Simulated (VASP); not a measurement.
# AlGaN2 (P-4m2) in VASP: a series of runs, part 2 of 2

VASP 6.6.1. Earlier steps stand in the parts before.

### 3 Single point, r2SCAN

This run uses another cell than the first one, of 10.02 Å³/atom.

Input file POSCAR:

```
AlGaN2
1.0
    3.0545212147      0.0000000000      0.0000000000
    0.0000000000      3.0545212147      0.0000000000
    0.0000000000      0.0000000000      4.2971947114
Al Ga N
1 1 2
Direct
    0.5000000000      0.5000000000      0.5000000000
    0.0000000000      0.0000000000      0.0000000000
    0.5000000000      0.0000000000      0.7388370724
    0.0000000000      0.5000000000      0.2611629276
```

Input file INCAR.step1:

```
SYSTEM = AlGaN2
ALGO = Normal
EDIFF = 1E-4
ENCUT = 520
GGA = PE
ISMEAR = 0
LASPH = .True.
LCHARG = .False.
LREAL = .False.
LWAVE = .True.
NBANDS = 21
NELM = 60
PREC = Accurate
SIGMA = 0.02
```

Input file INCAR.step2:

```
SYSTEM = AlGaN2
ALGO = Normal
EDIFF = 1E-6
ENCUT = 520
ISIF = 2
ISMEAR = 0
ISTART = 1
LASPH = .True.
LCHARG = .False.
LMIXTAU = .True.
LREAL = .False.
LWAVE = .False.
METAGGA = R2SCAN
NBANDS = 21
NELM = 60
PREC = Accurate
SIGMA = 0.02
```

Input file KPOINTS:

```
k-points
0
Gamma
  8 8 6
  0 0 0
```

Potentials or basis: VASP PAW PBE potentials, release 64 (Al, Ga_d, N).

Command:

```
$ cat potpaw_PBE.64/Al/POTCAR potpaw_PBE.64/Ga_d/POTCAR potpaw_PBE.64/N/POTCAR > POTCAR
$ cp INCAR.step1 INCAR
$ mpirun -np 1 vasp_std > vasp.out
$ cp INCAR.step2 INCAR
$ mpirun -np 1 vasp_std > vasp.out
```

OUTCAR:

```text
SYSTEM = AlGaN2
   EDIFF = 1E-6
   ENCUT = 520
   ISIF = 2
   ISMEAR = 0
   ISTART = 1
   LASPH = .True.
   LREAL = .False.
   METAGGA = R2SCAN
   NELM = 60
   PREC = Accurate

 ion  position               nearest neighbor table
   1  0.500  0.500  0.500-   3 1.84   4 1.84   3 1.84   4 1.84   2 3.05   2 3.05   2 3.05   2 3.05
                             2 3.05   2 3.05   2 3.05   2 3.05
   2  0.000  0.000  0.000-   3 1.90   4 1.90   4 1.90   3 1.90   1 3.05   1 3.05   1 3.05   1 3.05
                             1 3.05   1 3.05   1 3.05   1 3.05
   3  0.500  0.000  0.739-   1 1.84   1 1.84   2 1.90   2 1.90
   4  0.000  0.500  0.261-   1 1.84   1 1.84   2 1.90   2 1.90

  LATTYP: Found a simple tetragonal cell.
 ALAT       =     3.0545212147
 C/A-ratio  =     1.4068308613

  Lattice vectors:

 A1 = (   3.0545212147,   0.0000000000,   0.0000000000)
 A2 = (   0.0000000000,   3.0545212147,   0.0000000000)
 A3 = (   0.0000000000,   0.0000000000,   4.2971947114)

Analysis of symmetry for initial positions (statically):
=====================================================================
 Subroutine PRICEL returns:
 Original cell was already a primitive cell.

 Routine SETGRP: Setting up the symmetry group for a
 simple tetragonal supercell.

 Subroutine GETGRP returns: Found  8 space group operations
 (whereof  8 operations were pure point group operations)
 out of a pool of 16 trial point group operations.

The static configuration has the point symmetry D_2d.

Analysis of symmetry for dynamics (positions and initial velocities):
=====================================================================
 Subroutine PRICEL returns:
 Original cell was already a primitive cell.

 Routine SETGRP: Setting up the symmetry group for a
 simple tetragonal supercell.

 Subroutine GETGRP returns: Found  8 space group operations
 (whereof  8 operations were pure point group operations)
[... 118 lines left out ...]
   NUPDOWN=      -1.0000    fix difference up-down
   EMIN   =  10.00;   EMAX   =-10.00  energy-range for DOS
   EFERMI =   0.00;   METHOD = LEGACY
   ISMEAR =     0;   SIGMA  =   0.02  broadening in eV -4-tet -1-fermi 0-gaus
   EFERMI_NEDOS =   21; number of points for ismear=-14 and -15
   IALGO  =     38    algorithm
   IMIX   =      4    mixing-type and parameters
     AMIX     =   0.40;   BMIX     =  1.00
     AMIX_MAG =   1.60;   BMIX_MAG =  1.00
  volume/ion in A,a.u.               =      10.02        67.64
  Fermi-wavevector in a.u.,A,eV,Ry     =   1.417018  2.677777 27.319700  2.007941
  Thomas-Fermi vector in A             =   2.538292
   LORBIT       =      0    0 simple, 1 ext, 2 COOP (PROOUT), +10 PAW based schemes
   METAGGA = R2SCAN    functional components
   LHFCALC =     F    Hartree Fock is set to
   AEXX    =    0.0000 exact exchange contribution
   IVDW    =     0    specifies the selected vdW correction
   LEPSILON=     F    determine dielectric tensor
   LRPA    =     F    only Hartree local field effects (RPA)
 non-spin polarized calculation
 Gauss-broadening in eV      SIGMA  =   0.02
  energy-cutoff  :      520.00
  volume of cell :       40.09
 maximum number of plane-waves:      1100
 NGX is ok and might be reduce to    24
   NGX = 11   NGY = 11   NGZ = 15

 number of electron      26.0000023 magnetization

 Free energy of the ion-electron system (eV)
  ---------------------------------------------------
  ext. energy  EPLUGINS =         0.00000000
  ---------------------------------------------------
  free energy    TOTEN  =       -40.85835776 eV

  energy without entropy =      -40.85835776  energy(sigma->0) =      -40.85835776

 E-fermi :   6.3811     XC(G=0): -12.5204

 val. band max:        6.2786273315   @ k =   0.0000   0.0000   0.0000
 cond. band min:      10.1649023900   @ k =   0.5000   0.5000   0.0000
 fundamental gap:      3.8862750585
 Fermi energy:         6.3811020594

 k-point     1 :       0.0000    0.0000    0.0000
  band No.  band energies     occupation
      1     -10.6570      2.00000
      2      -8.7188      2.00000
      3      -7.0393      2.00000
      4      -7.0393      2.00000
      5      -6.9626      2.00000
      6      -6.7459      2.00000
[... 565 lines left out ...]
     20      19.9796      0.00000
     21      20.0556      0.00000

 [... further k-points ...]
[... 5 lines left out ...]
  --------------------------------------------------------------------------------------
  -------------------------------------------------------------------------------------
  Total        5.1604987      5.1604987      5.1541594      0.0000000      0.0000000     -0.0000000
  in kB      206.2200717    206.2200717    205.9667424      0.0000000      0.0000000     -0.0000000
  external PRESSURE =     206.1356286 kB  Pullay stress =       0.0000000 kB

 VOLUME and BASIS-vectors are now :
 -----------------------------------------------------------------------------
  energy-cutoff  :      520.00
  volume of cell :       40.09
      direct lattice vectors                 reciprocal lattice vectors
     3.054521215  0.000000000  0.000000000     0.327383550  0.000000000  0.000000000
     0.000000000  3.054521215  0.000000000     0.000000000  0.327383550  0.000000000
     0.000000000  0.000000000  4.297194711     0.000000000  0.000000000  0.232709958

 POSITION                                       TOTAL-FORCE (eV/Angst)
 -----------------------------------------------------------------------------------
      1.52726      1.52726      2.14860        -0.000000      0.000000      0.000000
      0.00000      0.00000      0.00000         0.000000     -0.000000      0.000000
      1.52726      0.00000      3.17493        -0.000000     -0.000000     -0.098338
      0.00000      1.52726      1.12227        -0.000000     -0.000000      0.098338
 -----------------------------------------------------------------------------------
    total drift:                                0.000000      0.000000     -0.000000

  FREE ENERGIE OF THE ION-ELECTRON SYSTEM (eV)
  ---------------------------------------------------
  free  energy   TOTEN  =       -40.8583577598 eV

  energy  without entropy=      -40.8583577598  energy(sigma->0) =      -40.85835776
```

OUTCAR.step1:

```text
SYSTEM = AlGaN2
   EDIFF = 1E-4
   ENCUT = 520
   GGA = PE
   ISMEAR = 0
[... 808 lines left out ...]
      1.52726      1.52726      2.14860         0.000000     -0.000000      0.000000
      0.00000      0.00000      0.00000         0.000000      0.000000      0.000000
      1.52726      0.00000      3.17493        -0.000000      0.000000     -0.104802
      0.00000      1.52726      1.12227         0.000000     -0.000000      0.104802
 -----------------------------------------------------------------------------------
    total drift:                                0.000000      0.000000     -0.000000

  FREE ENERGIE OF THE ION-ELECTRON SYSTEM (eV)
  ---------------------------------------------------
  free  energy   TOTEN  =       -26.6511722599 eV

  energy  without entropy=      -26.6511722599  energy(sigma->0) =      -26.65117226
```

Wall time 51 s (1 thread of Intel Xeon 6975P-C (Granite Rapids), shared host); peak memory 0.18 GiB.

Results:

```yaml
Free_energy: -40.8584 eV
Pressure: 20.6 GPa
Largest_force: 0.098 eV/Å
Band_gap_on_the_k_mesh: 3.89 eV (least direct gap 4.03 eV)
```

Forces in eV/Å, atoms in the order of the input:
```
Al   0.000  0.000  0.000
Ga   0.000  0.000  0.000
N    0.000  0.000 -0.098
N    0.000  0.000  0.098
```

Levels at points of the mesh, in eV from the valence-band top:
| k point | band 10 | band 11 | band 12 | band 13 | band 14 | band 15 | band 16 | band 17 |
| --- | --- | --- | --- | --- | --- | --- | --- | --- |
| (0.00, 0.00, 0.00) | -2.62 | -0.27 | 0.00 | 0.00 | 4.03 | 4.18 | 8.86 | 12.79 |
| (0.50, 0.00, 0.00) | -3.22 | -3.09 | -1.14 | -0.74 | 8.14 | 8.54 | 9.13 | 9.82 |
| (0.50, 0.50, 0.00) | -2.55 | -2.52 | -2.52 | -2.52 | 3.89 | 3.89 | 7.54 | 10.00 |
| (0.00, 0.00, 0.50) | -1.80 | -1.80 | -1.05 | -1.05 | 6.23 | 6.42 | 9.46 | 10.65 |
| (0.50, 0.00, 0.50) | -1.12 | -0.99 | -0.63 | -0.59 | 6.53 | 7.97 | 10.52 | 10.84 |
| (0.50, 0.50, 0.50) | -4.44 | -3.61 | -3.56 | -3.56 | 7.00 | 7.00 | 10.62 | 12.14 |

Caveat: the cell stands under pressure; the PAW data sets were made with another functional, which shifts forces and pressure a little. A k mesh can miss the band edges.

### 4 Single point, r2SCAN

This run uses another cell than the first one, of 10.02 Å³/atom.

POSCAR is that of step 3.

Input file INCAR.step1:

```
PREC = Accurate
ENCUT = 520
ISMEAR = 0
SIGMA = 0.02
LREAL = F
LASPH = T
NELM = 100
NBANDS = 21
GGA = PE
ALGO = Normal
EDIFF = 1E-4
LWAVE = T
LCHARG = F
```

Input file INCAR.step2:

```
PREC = Accurate
ENCUT = 520
EDIFF = 1E-7
ISMEAR = 0
SIGMA = 0.02
LREAL = F
LASPH = T
NELM = 100
ALGO = Normal
ISIF = 2
LWAVE = F
LCHARG = F
METAGGA = R2SCAN
LMIXTAU = T
NBANDS = 21
ISTART = 1
```

Input file KPOINTS:

```
Automatic mesh
0
Gamma
  8 8 6
```

Command:

```
$ cat potpaw_PBE.64/Al/POTCAR potpaw_PBE.64/Ga_d/POTCAR potpaw_PBE.64/N/POTCAR > POTCAR
$ cp INCAR.step1 INCAR
$ mpirun -np 1 vasp_std > vasp.out
$ cp INCAR.step2 INCAR
$ mpirun -np 1 vasp_std > vasp.out
```

Wall time 57 s (1 thread of Intel Xeon 6975P-C (Granite Rapids), shared host); peak memory 0.19 GiB.

The run converged. Its results:

| Item | Value |
| --- | --- |
| Free energy | -40.8584 eV |
| Pressure | 20.6 GPa |
| Largest force | 0.098 eV/Å |
| Band gap on the k mesh | 3.89 eV (least direct gap 4.03 eV) |

Forces on the atoms (eV/Å):
```
Al   0.000  0.000  0.000
Ga   0.000  0.000  0.000
N    0.000  0.000 -0.098
N    0.000  0.000  0.098
```

Levels at points of the mesh, in eV from the valence-band top:
```
           k point  band 11  band 12  band 13  band 14  band 15  band 16
(0.00, 0.00, 0.00)    -0.27     0.00     0.00     4.03     4.18     8.86
(0.50, 0.00, 0.00)    -3.09    -1.14    -0.74     8.14     8.54     9.13
(0.50, 0.50, 0.00)    -2.52    -2.52    -2.52     3.89     3.89     7.54
(0.00, 0.00, 0.50)    -1.80    -1.05    -1.05     6.23     6.42     9.46
(0.50, 0.00, 0.50)    -0.99    -0.63    -0.59     6.53     7.97    10.52
(0.50, 0.50, 0.50)    -3.61    -3.56    -3.56     7.00     7.00    10.62
```

Caveat: the cell stands under pressure; the PAW data sets were made with another functional, which shifts forces and pressure a little. A k mesh can miss the band edges.
